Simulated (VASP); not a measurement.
ScPd, 2 atoms in the cell. The structure is cubic, space group Pm-3m (No. 221). The conventional cell has a = 2.983 Å, b = 2.983 Å, c = 2.983 Å, α = 90.00°, β = 90.00°, γ = 90.00°. Sc (site symmetry m-3m) has 8 Pd at 2.58 Å and 6 Sc at 2.98 Å within 3.4 Å. Pd (site symmetry m-3m) has 8 Sc at 2.58 Å and 6 Pd at 2.98 Å within 3.4 Å. 

- Program: VASP 6.6.1
- Task: single point
- Functional: PBEsol
- Potentials or basis: VASP PAW PBE potentials, release 64 (Sc_sv, Pd_sv_GW)
- Cutoff: 630 eV
- k mesh: 11 × 11 × 11
- Occupations: fermi-dirac, width 0.05 eV
- Spin: no spin polarisation
- Hubbard terms: Sc d U = 4.0 eV
- Dipole correction: no
- Further INCAR settings: ALGO = Normal; EDIFF = 1e-06; NBANDS = 22

Potentials or basis: VASP PAW PBE potentials, release 64 (Sc_sv, Pd_sv_GW).

Run with:

```sh
$ cat potpaw_PBE.64/Sc_sv/POTCAR potpaw_PBE.64/Pd_sv_GW/POTCAR > POTCAR
$ mpirun -np 1 vasp_std > vasp.out
```

Hardware: 1 thread of Intel(R) Xeon(R) 6975P-C (Granite Rapids) (shared host).

Task: Estimate the wall time of this run.

Result: Wall time 16 s on 1 thread of Intel(R) Xeon(R) 6975P-C (Granite Rapids) (shared host), peak memory 0.18 GiB. Counts: scf iterations 14, k points 56.
